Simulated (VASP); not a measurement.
GaN:

```
Ga N
1.0
     0.00000    2.13524    2.13524
     2.13524    0.00000    2.13524
     2.13524    2.13524    0.00000
Ga N
1 1
Direct
  0.00000 0.00000 0.00000
  0.50000 0.50000 0.50000
```

```yaml
Program: VASP 6.6.1
Task: relaxation of cell and atoms
Functional: PBE
Dispersion: D3(BJ)
Potentials_or_basis: VASP PAW PBE potentials, release 64 (Ga_d, N)
Cutoff: 600 eV
k_mesh: 11 × 11 × 11
Occupations: fermi-dirac, width 0.05 eV
Spin: no spin polarisation
```

At the start: pressure -4.9 GPa; volume 9.74 Å³/atom.

Question: How do energy, volume and symmetry change on relaxing?

Answer: Over 6 steps the energy falls by 3.4 meV/atom and the volume is 9.51 Å³/atom (-2.3 %); space group Fm-3m (No. 225, to 0.1 Å) before and after.

The path:
```tsv
step	energy change (eV)	largest force (eV/Å)	pressure (GPa)	volume (Å³)
1	0.0000	0.0000	-4.86	19.47
2	-0.0015	0.0000	4.56	18.65
3	-0.0069	0.0000	-0.56	19.03
4	-0.0068	0.0000	0.55	18.99
5	-0.0069	0.0000	0.18	19.01
6	-0.0069	0.0000	0.16	19.02
```

Final structure:
```
CELL_PARAMETERS angstrom
0.00000 2.11851 2.11851
2.11851 0.00000 2.11851
2.11851 2.11851 0.00000
ATOMIC_POSITIONS crystal
Ga 0.00000 0.00000 0.00000
N 0.50000 0.50000 0.50000
```
